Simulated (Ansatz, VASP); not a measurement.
**C: VASP beside Ansatz**

INCAR

```
  PREC = Accurate
  ENCUT = 520
  EDIFF = 1E-6
  ISMEAR = -1
  SIGMA = 0.1
  LREAL = False
  LASPH = True
  NELM = 100
  ALGO = Normal
  ISIF = 2
  LWAVE = False
  LCHARG = True
  GGA = B5
  ALDAX = 1.0
  AGGAX = 1.0
  AGGAC = 1.0
  ALDAC = 0.0
  LELF = True
  LVHAR = True
  NBANDS = 11
```

KPOINTS

```
Automatic mesh
0
Gamma
  22 22 4
```

Contents of POSCAR:

```
C
1.0
    1.8738063856      0.0000000000      0.0000000000
   -0.9369031928      1.6227639317      0.0000000000
    0.0000000000      0.0000000000      9.2697547706
C
2
Direct
    0.3333333333      0.6666666667      0.2500000000
    0.6666666667      0.3333333333      0.7500000000
```

Input for Ansatz:

```yaml
crystal:
  lattice:
    - [1.8738063856, 0.0, 0.0]
    - [-0.9369031928, 1.6227639317, 0.0]
    - [0.0, 0.0, 9.2697547706]
  atoms:
    - { symbol: C, position: [0.3333333333, 0.6666666667, 0.25] }
    - { symbol: C, position: [0.6666666667, 0.3333333333, 0.75] }
hamiltonian:
  xc: blyp
  pseudopotentials:
    kind: paw
    azcp:
      C: "pseudopotentials/C.paw.azcp"
basis:
  ecutwfc: 420
  fft_grid_basis: typed
kpoints:
  mp_grid: { grid: [22, 22, 4], shift: [0, 0, 0] }
magnetization:
  spin_polarized: false
scf:
  occupations: { method: fermi_dirac, width: 0.1 }
  lower_state_search: "off"
output:
  stress: true
```

Alike in both runs: task single point; functional BLYP; k mesh 22 × 22 × 4; occupations fermi-dirac, width 0.1 eV; no spin polarisation.

|  | VASP | Ansatz |
| --- | --- | --- |
| version | VASP 6.6.1 | Ansatz 0.2.0 |
| potentials or method | VASP PAW PBE potentials, release 64 (C), cutoff 520 eV | plane waves (420 eV) with PAW, scalar-relativistic |
| valence electrons in the cell | 8 | 8 |

```tsv
	VASP	Ansatz	Ansatz less VASP
pressure (GPa)	-4.4	-4.4	0.00
traceless stress, the component that is largest in VASP (GPa)	4.56	4.60	+0.044
```

VASP's potentials were made for PBE, not for BLYP.
